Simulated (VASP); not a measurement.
# ZrNbSe3 (P6/mmm) in VASP: notebook

ZrNbSe3 is run at these levels: PBE; tasks: single point.

All numbers are computed with VASP 6.6.1; they aren't measurements. Logs are shortened: lines on timing, memory, paths and dates and some standing lists are left out, and cuts for length are marked.

## (1) The cell of the first run

It takes space group P6/mmm (No. 191, hexagonal). The conventional cell has a = 5.702 Å, b = 5.702 Å, c = 5.667 Å, α = 90.00°, β = 90.00°, γ = 120.00°. Zr (site symmetry 6/mmm) has 2 Nb at 2.83 Å and 6 Se at 2.85 Å within 3.7 Å. Nb (site symmetry 6/mmm) has 2 Zr at 2.83 Å within 3.7 Å. Within 3.8 Å of Se (site symmetry mmm) lie 2 Zr at 2.85 Å and 4 Se at 2.85 Å.

The cell was built from a structure type or drawn by symmetry, and may not be a known phase.

## (2) Single point, PBE, collinear spin

Contents of INCAR:

```
SYSTEM = ZrNbSe3
PREC = Accurate
ENCUT = 520
EDIFF = 1E-6
ISMEAR = 0
SIGMA = 0.1
LREAL = .FALSE.
LASPH = .TRUE.
NELM = 150
ALGO = Normal
ISIF = 2
LWAVE = .FALSE.
LCHARG = .FALSE.
ISPIN = 2
MAGMOM = 0.45 2.66 -0.06 -0.06 -0.06
LORBIT = 11
LMAXMIX = 4
GGA = PE
NBANDS = 34
```

Contents of KPOINTS:

```
Automatic mesh
0
G
  3 3 2
  0 0 0
```

Contents of POSCAR:

```
ZrNbSe3
1.0
    5.7017569371      0.0000000000      0.0000000000
   -2.8508784686      4.9378663538      0.0000000000
    0.0000000000      0.0000000000      5.6667296788
Zr Nb Se
1 1 3
Direct
    0.0000000000      0.0000000000      0.0000000000
    0.0000000000      0.0000000000      0.5000000000
    0.5000000000      0.0000000000      0.0000000000
    0.0000000000      0.5000000000      0.0000000000
    0.5000000000      0.5000000000      0.0000000000
```

Potentials or basis: VASP PAW PBE potentials, release 64 (Zr_sv, Nb_sv, Se).

On the command line:

```bash
> cat potpaw_PBE.64/Zr_sv/POTCAR potpaw_PBE.64/Nb_sv/POTCAR potpaw_PBE.64/Se/POTCAR > POTCAR
> mpirun -np 1 vasp_std > vasp.out
```

OUTCAR:

```text
SYSTEM = ZrNbSe3
   PREC = Accurate
   ENCUT = 520
   EDIFF = 1E-6
   ISMEAR = 0
   LREAL = .FALSE.
   LASPH = .TRUE.
   NELM = 150
   ISIF = 2
   ISPIN = 2
   LORBIT = 11
   GGA = PE

 ion  position               nearest neighbor table
   1  0.000  0.000  0.000-   2 2.83   2 2.83   3 2.85   3 2.85   5 2.85   5 2.85   4 2.85   4 2.85

   2  0.000  0.000  0.500-   1 2.83   1 2.83
   3  0.500  0.000  0.000-   1 2.85   1 2.85
   4  0.000  0.500  0.000-   1 2.85   1 2.85
   5  0.500  0.500  0.000-   1 2.85   1 2.85

  LATTYP: Found a hexagonal cell.
 ALAT       =     5.7017569371
 C/A-ratio  =     0.9938567605

  Lattice vectors:

 A1 = (   5.7017569371,   0.0000000000,   0.0000000000)
 A2 = (  -2.8508784686,   4.9378663538,   0.0000000000)
 A3 = (   0.0000000000,   0.0000000000,   5.6667296788)

Analysis of symmetry for initial positions (statically):
=====================================================================
 Subroutine PRICEL returns:
 Original cell was already a primitive cell.

 Routine SETGRP: Setting up the symmetry group for a
 hexagonal supercell.

 Subroutine GETGRP returns: Found 24 space group operations
 (whereof 24 operations were pure point group operations)
 out of a pool of 24 trial point group operations.

The static configuration has the point symmetry D_6h.

Analysis of symmetry for dynamics (positions and initial velocities):
=====================================================================
 Subroutine PRICEL returns:
 Original cell was already a primitive cell.

 Routine SETGRP: Setting up the symmetry group for a
 hexagonal supercell.

 Subroutine GETGRP returns: Found 24 space group operations
 (whereof 24 operations were pure point group operations)
 out of a pool of 24 trial point group operations.

The dynamic configuration has the point symmetry D_6h.

Analysis of structural, dynamic, and magnetic symmetry:
=====================================================================
 Subroutine PRICEL returns:
 Original cell was already a primitive cell.

 Routine SETGRP: Setting up the symmetry group for a
 hexagonal supercell.

 Subroutine GETGRP returns: Found 24 space group operations
 (whereof 24 operations were pure point group operations)
 out of a pool of 24 trial point group operations.

The overall configuration has the point symmetry D_6h.

 Subroutine INISYM returns: Found 24 space group operations
 (whereof 24 operations are pure point group operations),
 and found     1 'primitive' translations

----------------------------------------------------------------------------------------

                                     Primitive cell

  volume of cell :     159.5440

  direct lattice vectors                    reciprocal lattice vectors
     5.701756937  0.000000000  0.000000000     0.175384537  0.101258310  0.000000000
    -2.850878469  4.937866354  0.000000000     0.000000000  0.202516619  0.000000000
     0.000000000  0.000000000  5.666729679     0.000000000  0.000000000  0.176468626

  length of vectors
     5.701756937  5.701756937  5.666729679     0.202516619  0.202516619  0.176468626

  position of ions in fractional coordinates (direct lattice)
     0.000000000  0.000000000  0.000000000
     0.000000000  0.000000000  0.500000000
     0.500000000  0.000000000  0.000000000
     1.000000000  0.500000000  0.000000000
     0.500000000  0.500000000  0.000000000

  ion indices of the primitive-cell ions
   primitive index   ion index
                 1           1
                 2           2
                 3           3
                 4           4
                 5           5

----------------------------------------------------------------------------------------

 KPOINTS: Automatic mesh

Automatic generation of k-mesh.
 Grid dimensions read from file:
 generate k-points for:    3    3    2

 Generating k-lattice:

  Cartesian coordinates                     Fractional coordinates (reciprocal lattice)
     0.058461512  0.033752770  0.000000000     0.333333333 -0.000000000  0.000000000
     0.000000000  0.067505540  0.000000000     0.000000000  0.333333333  0.000000000
     0.000000000  0.000000000  0.088234313     0.000000000  0.000000000  0.500000000

  Length of vectors
     0.067505540  0.067505540  0.088234313

  Shift w.r.t. Gamma in fractional coordinates (k-lattice)
     0.000000000  0.000000000  0.000000000

 Subroutine IBZKPT returns following result:
 ===========================================

 Found      6 irreducible k-points:

 Following reciprocal coordinates:
            Coordinates               Weight
  0.000000  0.000000  0.000000      1.000000
  0.333333  0.000000  0.000000      6.000000
  0.333333  0.333333  0.000000      2.000000
  0.000000  0.000000  0.500000      1.000000
  0.333333  0.000000  0.500000      6.000000
  0.333333  0.333333  0.500000      2.000000
   k-points           NKPTS =      6   k-points in BZ     NKDIM =      6   number of bands    NBANDS=     34
   number of dos      NEDOS =    301   number of ions     NIONS =      5
   total plane-waves  NPLWV =  74088
   dimension x,y,z NGX =    42 NGY =   42 NGZ =   42
   dimension x,y,z NGXF=    84 NGYF=   84 NGZF=   84
   ions per type =               1   1   3
   NGX,Y,Z   is equivalent  to a cutoff of  12.25, 12.25, 12.32 a.u.
   NGXF,Y,Z  is equivalent  to a cutoff of  24.49, 24.49, 24.64 a.u.
 SYSTEM =  ZrNbSe3
   PREC   = accura    normal or accurate (medium, high low for compatibility)
   ISTART =      0    job   : 0-new  1-cont  2-samecut
   ICHARG =      2    charge: 1-file 2-atom 10-const
   ISPIN  =      2    spin polarized calculation?
   LNONCOLLINEAR =      F non collinear calculations
   LSORBIT =      F    spin-orbit coupling
   LASPH  =      T    aspherical Exc in radial PAW
   ENCUT  =  520.0 eV  38.22 Ry    6.18 a.u.  10.60 10.60 10.54*2*pi/ulx,y,z
   NELM   =    150;   NELMIN=  2; NELMDL= -5     # of ELM steps
   EDIFF  = 0.1E-05   stopping-criterion for ELM
   LREAL  =      F    real-space projection
[... 7 lines left out ...]
   TEBEG  =    0.0;   TEEND  =   0.0 temperature during run
   PSTRESS=    0.0 pullay stress
   NELECT =      43.0000    total number of electrons
   NUPDOWN=      -1.0000    fix difference up-down
   EMIN   =  10.00;   EMAX   =-10.00  energy-range for DOS
   EFERMI =   0.00;   METHOD = LEGACY
   ISMEAR =     0;   SIGMA  =   0.10  broadening in eV -4-tet -1-fermi 0-gaus
   EFERMI_NEDOS =   21; number of points for ismear=-14 and -15
   IALGO  =     38    algorithm
   IMIX   =      4    mixing-type and parameters
     AMIX     =   0.40;   BMIX     =  1.00
     AMIX_MAG =   1.60;   BMIX_MAG =  1.00
  volume/ion in A,a.u.               =      31.91       215.33
  Fermi-wavevector in a.u.,A,eV,Ry     =   1.057477  1.998341 15.214810  1.118257
  Thomas-Fermi vector in A             =   2.192751
   LORBIT       =     11    0 simple, 1 ext, 2 COOP (PROOUT), +10 PAW based schemes
   GGA     = PE    functional components
   LHFCALC =     F    Hartree Fock is set to
   AEXX    =    0.0000 exact exchange contribution
   IVDW    =     0    specifies the selected vdW correction
   LEPSILON=     F    determine dielectric tensor
   LRPA    =     F    only Hartree local field effects (RPA)
 spin polarized calculation
 Gauss-broadening in eV      SIGMA  =   0.10
  energy-cutoff  :      520.00
  volume of cell :      159.54
 maximum number of plane-waves:      4330
 NGX is ok and might be reduce to    42
   NGX = 21   NGY = 21   NGZ = 21

 number of electron      42.9999996 magnetization       4.2423533

 Free energy of the ion-electron system (eV)
  ---------------------------------------------------
  ext. energy  EPLUGINS =         0.00000000
  ---------------------------------------------------
  free energy    TOTEN  =       -24.97684125 eV

  energy without entropy =      -24.92113387  energy(sigma->0) =      -24.94898756

 E-fermi :   3.3869     XC(G=0):  -8.4175

 val. band max:        3.3526222982   @ k =   0.3333   0.3333   0.5000
 cond. band min:       3.4298303345   @ k =   0.3333   0.0000   0.0000
 fundamental gap:      0.0772080363
 Fermi energy:         3.3869050385

 spin component 1

 k-point     1 :       0.0000    0.0000    0.0000
  band No.  band energies     occupation
      1     -51.9409      1.00000
      2     -46.1804      1.00000
      3     -28.2333      1.00000
      4     -28.2333      1.00000
      5     -28.1405      1.00000
      6     -24.2788      1.00000
[... 25 lines left out ...]
     32       8.2698      0.00000
     33       8.2698      0.00000
[... 148 lines left out ...]
      2     -46.1824      1.00000
      3     -28.2327      1.00000
      4     -28.2327      1.00000
      5     -28.0686      1.00000
      6     -24.2851      1.00000
[... 25 lines left out ...]
     32       7.9442      0.00000
     33       7.9442      0.00000
 Fermi energy:         3.3869050385

 spin component 2

 k-point     1 :       0.0000    0.0000    0.0000
  band No.  band energies     occupation
      1     -50.2947      1.00000
      2     -45.9177      1.00000
      3     -26.3282      1.00000
      4     -26.3259      1.00000
      5     -26.3259      1.00000
      6     -24.0421      1.00000
[... 25 lines left out ...]
     32       9.2713      0.00000
     33       9.6483      0.00000
[... 148 lines left out ...]
      2     -45.9197      1.00000
      3     -26.3246      1.00000
      4     -26.3245      1.00000
      5     -26.2218      1.00000
      6     -24.0493      1.00000
[... 25 lines left out ...]
     32       8.8444      0.00000
     33       8.8444      0.00000
 [bands above 33 left out]

------------------------ aborting loop because EDIFF is reached ----------------------------------------

  FORCE on cell =-STRESS in cart. coord.  units (eV):
  Direction    XX          YY          ZZ          XY          YZ          ZX
  --------------------------------------------------------------------------------------
  -------------------------------------------------------------------------------------
  Total        0.0459441      0.0459441      0.0159399     -0.0000000      0.0000000     -0.0000000
  in kB        0.4613811      0.4613811      0.1600721     -0.0000000      0.0000000     -0.0000000
  external PRESSURE =       0.3609448 kB  Pullay stress =       0.0000000 kB

 VOLUME and BASIS-vectors are now :
 -----------------------------------------------------------------------------
  energy-cutoff  :      520.00
  volume of cell :      159.54
      direct lattice vectors                 reciprocal lattice vectors
     5.701756937  0.000000000  0.000000000     0.175384537  0.101258310  0.000000000
    -2.850878469  4.937866354  0.000000000     0.000000000  0.202516619  0.000000000
     0.000000000  0.000000000  5.666729679     0.000000000  0.000000000  0.176468626

 POSITION                                       TOTAL-FORCE (eV/Angst)
 -----------------------------------------------------------------------------------
      0.00000      0.00000      0.00000        -0.000000      0.000000      0.000000
      0.00000      0.00000      2.83336        -0.000000      0.000000      0.000000
      2.85088      0.00000      0.00000        -0.000000      0.000000      0.000000
     -1.42544      2.46893      0.00000        -0.000000      0.000000      0.000000
      1.42544      2.46893      0.00000         0.000000      0.000000      0.000000
 -----------------------------------------------------------------------------------
    total drift:                                0.000000      0.000000     -0.000000

  FREE ENERGIE OF THE ION-ELECTRON SYSTEM (eV)
  ---------------------------------------------------
  free  energy   TOTEN  =       -24.9768412481 eV

  energy  without entropy=      -24.9211338710  energy(sigma->0) =      -24.94898756

 total charge

# of ion       s       p       d       tot
------------------------------------------
    1        2.168   5.957   1.635   9.760
    2        2.132   5.890   2.710  10.732
    3        1.509   2.201   0.042   3.752
    4        1.509   2.201   0.042   3.752
    5        1.509   2.201   0.042   3.752
--------------------------------------------------
tot          8.827  18.450   4.470  31.747

 magnetization (x)

# of ion       s       p       d       tot
------------------------------------------
    1        0.030   0.025   0.381   0.436
    2        0.060   0.039   2.374   2.472
    3       -0.002  -0.046   0.000  -0.047
    4       -0.002  -0.046   0.000  -0.047
    5       -0.002  -0.046   0.000  -0.047
--------------------------------------------------
tot          0.084  -0.073   2.756   2.767
```

Wall time 3.1 min (1 thread of AMD EPYC 7R43 (Zen 3), shared host); peak memory 0.28 GiB.

What came out:

```
Free energy                                           : -24.9768 eV
Pressure                                              : 0.0 GPa
Net moment                                            : 4.24 μB per cell
Site moments                                          : Zr +0.44; Nb +2.47; Se -0.05 μB
Valence electrons inside the program's atomic spheres : Zr 9.76; Nb 10.73; Se 3.75
```

Levels at points of the mesh, in eV from the Fermi level:
Spin up:
```
           k point  band 21  band 22  band 23  band 24  band 25  band 26
(0.00, 0.00, 0.00)    -0.77    -0.21    -0.21     0.95     1.36     1.36
(0.00, 0.00, 0.50)    -0.17    -0.15    -0.15     0.40     0.40     0.81
```
Spin down:
```tsv
k point	band 15	band 16	band 17	band 18	band 19	band 20	band 21	band 22	band 23	band 24
(0.00, 0.00, 0.00)	-3.68	-1.52	-0.89	-0.89	-0.45	-0.45	0.71	0.90	1.33	1.33
(0.00, 0.00, 0.50)	-4.12	-1.14	-1.14	0.44	0.44	0.90	1.00	1.45	1.45	1.70
```

Caveat: the k points lie up to 0.55 Å⁻¹ apart.

## (3) Single point, PBE, collinear spin

This run uses another cell than the first one, of 29.75 Å³/atom.

Contents of INCAR:

```
SYSTEM = ZrNbSe3
  PREC = Accurate
  ENCUT = 520
  EDIFF = 1E-6
  ISMEAR = 0
  SIGMA = 0.1
  LREAL = .False.
  LASPH = .True.
  NELM = 150
  ALGO = Normal
  ISIF = 2
  LWAVE = .False.
  LCHARG = .False.
  ISPIN = 2
  MAGMOM = 0.45 2.66 0 0 0
  LORBIT = 11
  LMAXMIX = 4
  GGA = PE
  NBANDS = 34
```

Contents of KPOINTS:

```
regular mesh
0
Gamma
  6 6 4
  0 0 0
```

Edit POSCAR of step 2 so:

```diff
@@ -2,5 +2,5 @@
 1.0
-    5.7017569371      0.0000000000      0.0000000000
-   -2.8508784686      4.9378663538      0.0000000000
-    0.0000000000      0.0000000000      5.6667296788
+    5.6785664369      0.0000000000      0.0000000000
+   -2.8392832185      4.9177827914      0.0000000000
+    0.0000000000      0.0000000000      5.3259207756
 Zr Nb Se
```

Potentials or basis: VASP PAW PBE potentials, release 64 (Zr_sv, Nb_sv, Se).

On the command line:

```bash
> cat potpaw_PBE.64/Zr_sv/POTCAR potpaw_PBE.64/Nb_sv/POTCAR potpaw_PBE.64/Se/POTCAR > POTCAR
> mpirun -np 1 vasp_std > vasp.out
```

Run time: 8.3 min. Hardware: 1 thread of AMD EPYC 7R43 (Zen 3), shared host; peak memory 0.35 GiB.

The run converged. Its results:

| Quantity | Value |
| --- | --- |
| Free energy | -25.7181 eV |
| Pressure | 0.0 GPa |
| Net moment | 3.23 μB per cell |
| Site moments | Zr +0.07; Nb +2.01; Se +0.03 μB |
| Valence electrons inside the program's atomic spheres | Zr 9.91; Nb 10.79; Se 3.75 |

Stress tensor (GPa, compression positive):
```
 0.07  0.00  0.00
 0.00  0.07  0.00
 0.00  0.00 -0.27
```

Levels at points of the mesh, in eV from the Fermi level:
Spin up:
```csv
k point,band 20,band 21,band 22,band 23,band 24,band 25,band 26,band 27
"(0.00, 0.00, 0.00)",-1.13,-0.97,-0.37,-0.37,0.77,1.52,1.52,1.83
"(0.50, 0.00, 0.00)",-2.09,-0.62,-0.52,-0.30,0.02,0.24,1.70,1.77
"(0.00, 0.00, 0.50)",-0.26,-0.26,-0.06,0.41,0.41,0.55,0.78,1.25
"(0.50, 0.00, 0.50)",-0.63,-0.36,-0.21,-0.17,0.03,0.65,0.80,1.04
```
Spin down:
```csv
k point,band 16,band 17,band 18,band 19,band 20,band 21,band 22,band 23,band 24,band 25
"(0.00, 0.00, 0.00)",-2.40,-1.28,-1.28,-1.06,-1.06,0.25,0.78,1.10,1.10,1.91
"(0.50, 0.00, 0.00)",-2.72,-2.37,-2.26,-2.18,-2.06,0.25,0.30,0.97,1.86,1.86
"(0.00, 0.00, 0.50)",-1.45,-1.45,0.03,0.03,0.79,0.88,1.21,1.37,1.37,1.42
"(0.50, 0.00, 0.50)",-2.94,-2.77,-2.05,-1.93,0.95,0.96,0.99,1.27,1.43,1.57
```
